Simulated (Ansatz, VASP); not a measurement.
PbS: VASP beside Ansatz

File INCAR:

```
ALGO = Normal
EDIFF = 1E-6
ENCUT = 520
GGA = PE
ISIF = 2
ISMEAR = 0
LASPH = T
LCHARG = T
LELF = T
LREAL = F
LVHAR = T
LWAVE = F
NBANDS = 50
NELM = 100
PREC = Accurate
SIGMA = 0.01
```

Contents of KPOINTS:

```
k-points
0
Gamma
  4 6 4
```

Contents of POSCAR:

```
PbS
1.0
    8.3969062143      0.0000000000      0.0000000000
    0.0000000000      4.1985378073      0.0000000000
    0.0000000000      0.0000000000      5.9549033925
Pb S
4 4
Direct
    0.1248374590      0.7500000000      0.7501601718
    0.6248374590      0.7500000000      0.7498398282
    0.8751625410      0.2500000000      0.2498398282
    0.3751625410      0.2500000000      0.2501601718
    0.8753330491      0.2500000000      0.7502173266
    0.3753330491      0.2500000000      0.7497826734
    0.1246669509      0.7500000000      0.2497826734
    0.6246669509      0.7500000000      0.2502173266
```

Input for Ansatz:

```yaml
crystal:
  lattice:
    - [8.3969062143, 0.0, 0.0]
    - [0.0, 4.1985378073, 0.0]
    - [0.0, 0.0, 5.9549033925]
  atoms:
    - { symbol: Pb, position: [0.124837459, 0.75, 0.7501601718] }
    - { symbol: Pb, position: [0.624837459, 0.75, 0.7498398282] }
    - { symbol: Pb, position: [0.875162541, 0.25, 0.2498398282] }
    - { symbol: Pb, position: [0.375162541, 0.25, 0.2501601718] }
    - { symbol: S, position: [0.8753330491, 0.25, 0.7502173266] }
    - { symbol: S, position: [0.3753330491, 0.25, 0.7497826734] }
    - { symbol: S, position: [0.1246669509, 0.75, 0.2497826734] }
    - { symbol: S, position: [0.6246669509, 0.75, 0.2502173266] }
kpoints:
  mp_grid: { grid: [4, 6, 4] }
  band_path:
    path:
      - [0.0, 0.0, 0.0]
      - [0.5, 0.0, 0.0]
      - [0.5, 0.5, 0.0]
      - [0.0, 0.5, 0.0]
      - [0.0, 0.0, 0.5]
      - [0.5, 0.0, 0.5]
      - [0.5, 0.5, 0.5]
      - [0.0, 0.5, 0.5]
    npoints: 1
hamiltonian:
  xc: pbe
scf:
  occupations: { method: fixed }
  n_extra_bands: 6
output:
  forces: true
  stress: true
  eigenvalues: true
```

Alike in both runs: task single point; functional PBE; k mesh 4 × 6 × 4; no spin polarisation.

|  | VASP | Ansatz |
| --- | --- | --- |
| version | VASP 6.6.1 | Ansatz 0.2.0 |
| potentials or method | VASP PAW PBE potentials, release 64 (Pb_d, S) | plane waves, PAW |
| plane-wave cutoff (eV) | 520 | 420 |
| occupations | gaussian, width 0.01 eV | fixed |
| valence electrons in the cell | 80 | 80 |

Ansatz gave:

```
gap on the k mesh at the Fermi level (eV) : 0.38
pressure (GPa)                            : 1.9
```

**Question.** Estimate VASP's values.

**Answer.** gap on the k mesh at the Fermi level (eV): 0.39; pressure (GPa): 1.8.

Spin-orbit coupling is off throughout.
